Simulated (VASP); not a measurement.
## Na: single point with LDA

Na:

```
Na
1.0
     3.76700    0.00000    0.00000
    -1.88350    3.26232    0.00000
     0.00000    0.00000    6.21554
Na
2
Direct
  0.33333 0.66667 0.25000
  0.66667 0.33333 0.75000
```

This cell differs from its parent crystal: zz strain of +1 %.

```yaml
Program: VASP 6.6.1
Task: single point
Functional: LDA
Potentials_or_basis: VASP PAW LDA potentials, release 64 (Na_pv)
Cutoff: 520 eV
k_mesh: 11 × 11 × 6
Occupations: fermi-dirac, width 0.05 eV
Spin: no spin polarisation
```

```json
{"Pressure": "-0.9 GPa", "Band gap on the k mesh": "zero (band 7 reaches 1.86 eV, above the bottom of band 8 at -2.15 eV)"}
```

Stress tensor (GPa, compression positive):
```
-0.96  0.00  0.00
 0.00 -0.96  0.00
 0.00  0.00 -0.78
```

Levels at points of the mesh, in eV from the Fermi level:
| k point | band 4 | band 5 | band 6 | band 7 | band 8 | band 9 | band 10 | band 11 |
| --- | --- | --- | --- | --- | --- | --- | --- | --- |
| (0.00, 0.00, 0.00) | -24.98 | -24.98 | -24.98 | -3.24 | 0.52 | 0.80 | 9.85 | 9.85 |
| (0.00, 0.00, 0.50) | -24.99 | -24.99 | -24.99 | -2.24 | -2.24 | 5.27 | 5.27 | 10.42 |

It took 18 s on 1 thread of Intel(R) Xeon(R) Platinum 8559C (Emerald Rapids) (shared host), peak memory 0.18 GiB.

Caveat: the cell differs from its parent crystal (zz strain of +1 %).
